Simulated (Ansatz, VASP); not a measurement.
**Na: VASP beside Ansatz**

```
Na
1.0
    -2.15518    2.15518    2.15518
     2.15518   -2.15518    2.15518
     2.15518    2.15518   -2.15518
Na
1
Cartesian
  0.0000 0.0000 0.0000
```

Change from the starting cell: volume scaled by 1.02.

Alike in both runs: task single point; functional b88 exchange, pbe correlation; k mesh 9 × 9 × 9; occupations fermi-dirac, width 0.05 eV; collinear spin.

|  | VASP | Ansatz |
| --- | --- | --- |
| version | VASP 6.6.1 | Ansatz 0.2.0 |
| potentials or method | VASP PAW PBE potentials, release 64 (Na_pv), cutoff 500 eV | all-electron LAPW, scalar-relativistic |

Ansatz gave:

- gap on the k mesh at the Fermi level (eV): none
- pressure (GPa): -0.2
- net moment per atom (μB): 0.00

Question: Which values does VASP return?

Answer: gap on the k mesh at the Fermi level (eV): none; pressure (GPa): -0.3; net moment per atom (μB): 0.00.

VASP's potentials were made for PBE, not for b88 exchange, pbe correlation. A gap of «none» marks a metal or a gap that the smearing closes. Ansatz ran all-electron here, and VASP with PAW potentials.
